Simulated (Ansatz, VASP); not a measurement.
## ZnSe: VASP beside Ansatz

File INCAR:

```
PREC = Accurate ; ENCUT = 500
EDIFF = 1E-6 ; ISMEAR = 0
SIGMA = 0.01 ; LREAL = False
LASPH = True ; NELM = 200
ALGO = Normal ; ISIF = 2
LWAVE = False ; LCHARG = False
MAGMOM = 0 0 0 0 0 0 ; LORBIT = 11
LSORBIT = True ; GGA_COMPAT = False
LORBMOM = True ; GGA = PS
NBANDS = 30
```

KPOINTS

```
regular mesh
0
Gamma
  8 8 8
```

The input POSCAR:

```
ZnSe
1.0
    0.0000000000      2.8340000000      2.8340000000
    2.8340000000      0.0000000000      2.8340000000
    2.8340000000      2.8340000000      0.0000000000
Zn Se
1 1
Direct
    0.0000000000      0.0000000000      0.0000000000
    0.2500000000      0.2500000000      0.2500000000
```

Input for Ansatz:

```yaml
crystal:
  lattice:
    - [0.0, 2.834, 2.834]
    - [2.834, 0.0, 2.834]
    - [2.834, 2.834, 0.0]
  atoms:
    - { symbol: Zn, position: [0.0, 0.0, 0.0] }
    - { symbol: Se, position: [0.25, 0.25, 0.25] }
basis:
  ecutwfc: 420
kpoints:
  mp_grid: { grid: [8, 8, 8] }
  band_path:
    path:
      - [0.0, 0.0, 0.0]
      - [0.0, 0.0, 0.0]
      - [0.0, 0.0, 0.0]
      - [0.0, 0.0, 0.0]
      - [0.0, 0.0, 0.0]
      - [0.0, 0.0, 0.0]
      - [0.0, 0.0, 0.0]
      - [0.0, 0.0, 0.0]
      - [0.0, 0.0, 0.0]
      - [0.0, 0.0, 0.0]
      - [0.0, 0.0, 0.0]
      - [0.0, 0.0, 0.0]
      - [0.0, 0.0, 0.0]
      - [0.0, 0.0, 0.0]
      - [0.0, 0.0, 0.0]
      - [0.0, 0.0, 0.0]
      - [0.0, 0.0, 0.0]
      - [0.0, 0.0, 0.0]
      - [0.0, 0.0, 0.0]
      - [0.0, 0.0, 0.0]
      - [0.0, 0.0, 0.0]
      - [0.0, 0.0, 0.0]
      - [0.0, 0.0, 0.0]
      - [0.0, 0.0, 0.0]
      - [0.0, 0.0, 0.0]
      - [0.0, 0.0, 0.0]
      - [0.3, 0.3, 0.0]
      - [0.3166666667, 0.3166666667, 0.0]
      - [0.3333333333, 0.3333333333, 0.0]
      - [0.35, 0.35, 0.0]
      - [0.3666666667, 0.3666666667, 0.0]
      - [0.3833333333, 0.3833333333, 0.0]
      - [0.4, 0.4, 0.0]
      - [0.4166666667, 0.4166666667, 0.0]
      - [0.4333333333, 0.4333333333, 0.0]
      - [0.45, 0.45, 0.0]
      - [0.4666666667, 0.4666666667, 0.0]
      - [0.4833333333, 0.4833333333, 0.0]
      - [0.5, 0.5, 0.0]
      - [0.5, 0.5, 0.5]
      - [0.5, 0.5, 0.5]
      - [0.5, 0.5, 0.5]
      - [0.5, 0.5, 0.5]
      - [0.5, 0.5, 0.5]
      - [0.5, 0.5, 0.5]
      - [0.5, 0.5, 0.5]
      - [0.5, 0.5, 0.5]
      - [0.5, 0.5, 0.5]
      - [0.5, 0.5, 0.5]
      - [0.5, 0.5, 0.5]
      - [0.5, 0.5, 0.5]
      - [0.5, 0.5, 0.5]
    npoints: 1
hamiltonian:
  xc: pbesol
  pseudopotentials: { kind: paw_fr, azcp: { folder: soft_1 } }
scf:
  occupations: { method: fixed }
  n_extra_bands: 10
output:
  eigenvalues: true
magnetization:
  noncollinear: true
  spin_orbit: true
```

Alike in both runs: task single point; functional PBEsol; k mesh 8 × 8 × 8; non-collinear spin, spin-orbit coupling.

```csv
,VASP,Ansatz
version,VASP 6.6.1,Ansatz 0.2.0
potentials or method,"VASP PAW PBE potentials, release 64 (Zn, Se), cutoff 500 eV","plane waves, PAW"
occupations,"gaussian, width 0.01 eV",fixed
valence electrons in the cell,18,28
```

```tsv
	VASP	Ansatz	Ansatz less VASP
net moment per atom (μB)	0.00	0.00	0.000
```

VASP's potentials were made for PBE, not for PBEsol, and Ansatz warns of the same on its side. VASP's potentials hold 18 valence electrons a cell and Ansatz's 28, so a difference there can come from the potentials and not from the codes.
